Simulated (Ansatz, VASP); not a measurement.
HfN: VASP beside Ansatz

```
Hf N
1.0
     0.00000    2.18930    2.23398
     2.18930    0.00000    2.23398
     2.18930    2.18930    0.00000
Hf N
1 1
Cartesian
  0.0035 0.0000 0.0000
  2.1452 2.1893 2.2340
```

Change from the starting cell: mode 4 frozen in at -0.045 Å, equal normal strain along x and y -0.0200.

Alike in both runs: task single point; functional LDA; k mesh 18 × 18 × 18; occupations gaussian, width 0.15 eV; no spin polarisation.

|  | VASP | Ansatz |
| --- | --- | --- |
| version | VASP 6.6.1 | Ansatz 0.2.0 |
| potentials or method | VASP PAW LDA potentials, release 64 (Hf_pv, N), cutoff 520 eV | scalar-relativistic, plane waves, PAW |
| valence electrons in the cell | 15 | 31 |

VASP gave:

| Item | Value |
| --- | --- |
| gap on the k mesh at the Fermi level (eV) | none |
| pressure (GPa) | 12.9 |
| traceless stress, the component that is largest in VASP (GPa) | -9.06 |
| rms of the force components (eV/Å) | 0.441 |

**Question.** What did Ansatz give for the same quantities?

**Answer.** gap on the k mesh at the Fermi level (eV): none; pressure (GPa): 14.0; traceless stress, the component that is largest in VASP (GPa): -9.00; rms of the force components (eV/Å): 0.436.

Ansatz warns that its potentials were made for another functional, while VASP's fit it. LDA's correlation is that of Perdew and Zunger in VASP and of Perdew and Wang (1992) in Ansatz. Atom by atom the forces differ by 0.006 eV/Å (rms over components). A gap of «none» marks a metal or a gap that the smearing closes. VASP's potentials hold 15 valence electrons a cell and Ansatz's 31, so a difference there can come from the potentials and not from the codes.

Neither program's run includes spin-orbit coupling.
